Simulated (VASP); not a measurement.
# CuO in VASP: notebook, part 2 of 2

VASP 6.6.1. Earlier steps stand in the parts before.

**3. Single point, r2SCAN+D4**

This run uses another cell than the first one, of 10.63 Å³/atom.

Contents of POSCAR:

```
CuO
1.0
    2.0367544704     -2.0333980524      0.1597410781
    2.0367544704      2.0333980524      0.1597410781
   -0.3942812953      0.0000000000      5.1039014995
Cu O
2 2
Direct
    0.5000000000      0.0000000000      0.5000000000
    0.0000000000      0.5000000000      0.0000000000
    0.5003520954      0.4996479046      0.7500000000
    0.4996479046      0.5003520954      0.2500000000
```

Contents of INCAR.step1:

```
SYSTEM = CuO
  ALGO = Normal
  EDIFF = 1E-4
  ENCUT = 520
  GGA = PE
  ISMEAR = -1
  LASPH = .True.
  LCHARG = .False.
  LREAL = .False.
  LWAVE = .True.
  NBANDS = 25
  NELM = 100
  PREC = Accurate
  SIGMA = 0.05
```

Contents of INCAR.step2:

```
SYSTEM = CuO
  ALGO = Normal
  EDIFF = 1E-6
  ENCUT = 520
  ISIF = 2
  ISMEAR = -1
  ISTART = 1
  IVDW = 13
  LASPH = .True.
  LCHARG = .False.
  LMIXTAU = .True.
  LREAL = .False.
  LWAVE = .False.
  METAGGA = R2SCAN
  NBANDS = 25
  NELM = 100
  PREC = Accurate
  SIGMA = 0.05
  VDW_A1 = 0.51559235
  VDW_A2 = 5.77342911
  VDW_S6 = 1.0
  VDW_S8 = 0.6018749
```

Contents of KPOINTS:

```
k-points
0
Gamma
  10 10 5
  0 0 0
```

Potentials or basis: VASP PAW PBE potentials, release 64 (Cu, O).

On the command line:

```console
$ cat potpaw_PBE.64/Cu/POTCAR potpaw_PBE.64/O/POTCAR > POTCAR
$ cp INCAR.step1 INCAR
$ mpirun -np 1 vasp_std > vasp.out
$ cp INCAR.step2 INCAR
$ mpirun -np 1 vasp_std > vasp.out
```

OUTCAR:

```text
SYSTEM = CuO
   EDIFF = 1E-6
   ENCUT = 520
   ISIF = 2
   ISMEAR = -1
   ISTART = 1
   IVDW = 13
   LASPH = .True.
   LREAL = .False.
   METAGGA = R2SCAN
   NELM = 100
   PREC = Accurate

 ion  position               nearest neighbor table
   1  0.500  0.000  0.500-   4 1.93   3 1.93   4 1.93   3 1.93
   2  0.000  0.500  0.000-   3 1.93   4 1.93   4 1.93   3 1.93
   3  0.500  0.500  0.750-   1 1.93   2 1.93   2 1.93   1 1.93
   4  0.500  0.500  0.250-   2 1.93   1 1.93   2 1.93   1 1.93

  LATTYP: Found a base centered monoclinic cell.
 ALAT       =     4.0860181031
 B/A-ratio  =     0.9952956649
 C/A-ratio  =     1.2528354063
 COS(beta)  =    -0.0011711692

  Lattice vectors:

 A1 = (  -2.0367544704,   2.0333980524,  -0.1597410781)
 A2 = (  -2.0367544704,  -2.0333980524,  -0.1597410781)
 A3 = (  -0.3942812953,   0.0000000000,   5.1039014995)

Analysis of symmetry for initial positions (statically):
=====================================================================
 Subroutine PRICEL returns:
 Original cell was already a primitive cell.

 Routine SETGRP: Setting up the symmetry group for a
 base centered monoclinic supercell.

 Subroutine GETGRP returns: Found  4 space group operations
 (whereof  2 operations were pure point group operations)
 out of a pool of  4 trial point group operations.

The static configuration has the point symmetry S_2 .
 The point group associated with its full space group is C_2h.

Analysis of symmetry for dynamics (positions and initial velocities):
=====================================================================
 Subroutine PRICEL returns:
 Original cell was already a primitive cell.

 Routine SETGRP: Setting up the symmetry group for a
 base centered monoclinic supercell.

 Subroutine GETGRP returns: Found  4 space group operations
 (whereof  2 operations were pure point group operations)
 out of a pool of  4 trial point group operations.

The dynamic configuration has the point symmetry S_2 .
 The point group associated with its full space group is C_2h.

 Subroutine INISYM returns: Found  4 space group operations
 (whereof  2 operations are pure point group operations),
[... 123 lines left out ...]
  Thomas-Fermi vector in A             =   2.628361
   LORBIT       =      0    0 simple, 1 ext, 2 COOP (PROOUT), +10 PAW based schemes
   METAGGA = R2SCAN    functional components
   LHFCALC =     F    Hartree Fock is set to
   AEXX    =    0.0000 exact exchange contribution
   IVDW    =    13    specifies the selected vdW correction
   LEPSILON=     F    determine dielectric tensor
   LRPA    =     F    only Hartree local field effects (RPA)
 non-spin polarized calculation
  energy-cutoff  :      520.00
  volume of cell :       42.53
 maximum number of plane-waves:      1160
 NGX is ok and might be reduce to    24
   NGX = 11   NGY = 11   NGZ = 19

 number of electron      33.9999966 magnetization

 Free energy of the ion-electron system (eV)
  ---------------------------------------------------
  ext. energy  EPLUGINS =         0.00000000
  ---------------------------------------------------
  free energy    TOTEN  =       -36.47360850 eV

  energy without entropy =      -36.45280496  energy(sigma->0) =      -36.46320673

 E-fermi :   5.2177     XC(G=0): -12.2539

 val. band max:        5.2171442934   @ k =   0.5000   0.5000   0.4000
 cond. band min:       5.2265117014   @ k =  -0.3000   0.5000   0.4000
 fundamental gap:      0.0093674080
 Fermi energy:         5.2176715143

 k-point     1 :       0.0000    0.0000    0.0000
  band No.  band energies     occupation
      1     -16.0766      2.00000
      2     -14.7415      2.00000
      3      -3.5102      2.00000
      4      -0.6714      2.00000
      5      -0.6617      2.00000
      6       1.1333      2.00000
[... 661 lines left out ...]
     24      18.1882      0.00000
     25      19.6371      0.00000

 [... further k-points ...]

------------------------ aborting loop because EDIFF is reached ----------------------------------------

  DFT-D4 for vdW energy calculation

  Edisp (eV):   -0.45845

  FORCE on cell =-STRESS in cart. coord.  units (eV):
  Direction    XX          YY          ZZ          XY          YZ          ZX
  --------------------------------------------------------------------------------------
  -------------------------------------------------------------------------------------
  Total       0.23289     0.23804     0.35494     0.00000     0.00000    -0.01051
  in kB       8.77288     8.96686    13.37058     0.00000     0.00000    -0.39582
  external pressure =       10.37 kB  Pullay stress =        0.00 kB

 VOLUME and BASIS-vectors are now :
 -----------------------------------------------------------------------------
  energy-cutoff  :      520.00
  volume of cell :       42.53
      direct lattice vectors                 reciprocal lattice vectors
     2.036754470 -2.033398052  0.159741078     0.244010206 -0.245893813  0.018850023
     2.036754470  2.033398052  0.159741078     0.244010206  0.245893813  0.018850023
    -0.394281295  0.000000000  5.103901500    -0.015273983  0.000000000  0.194748616

 POSITION                                       TOTAL-FORCE (eV/Angst)
 -----------------------------------------------------------------------------------
      0.82124     -1.01670      2.63182        -0.000000     -0.000000     -0.000000
      1.01838      1.01670      0.07987        -0.000000     -0.000000     -0.000000
      1.74104     -0.00143      3.98767         0.000000     -0.000111      0.000000
      1.93818      0.00143      1.43572         0.000000      0.000111      0.000000
 -----------------------------------------------------------------------------------
    total drift:                                0.000000     -0.000000     -0.000000

  FREE ENERGIE OF THE ION-ELECTRON SYSTEM (eV)
  ---------------------------------------------------
  free  energy   TOTEN  =       -36.9320579753 eV

  energy  without entropy=      -36.9112544365  energy(sigma->0) =      -36.92165621
```

It took 6.7 min on 1 thread of Intel Xeon 8259CL, shared host; peak memory 0.26 GiB.

What came out:

- Free energy: -36.9321 eV
- Pressure: 1.0 GPa
- Band gap on the k mesh: zero (bands 17 and 18 overlap by 0.96 eV)
- Dispersion energy per atom: -0.115 eV

Caveat: the PAW data sets were made with another functional, which shifts forces and pressure a little; semilocal functionals often make such compounds metallic where correlation or magnetic order opens a gap, which also shifts bond lengths. With open d or f shells a metallic result of r2SCAN can be an artefact of self-interaction; +U or a hybrid may open a gap.
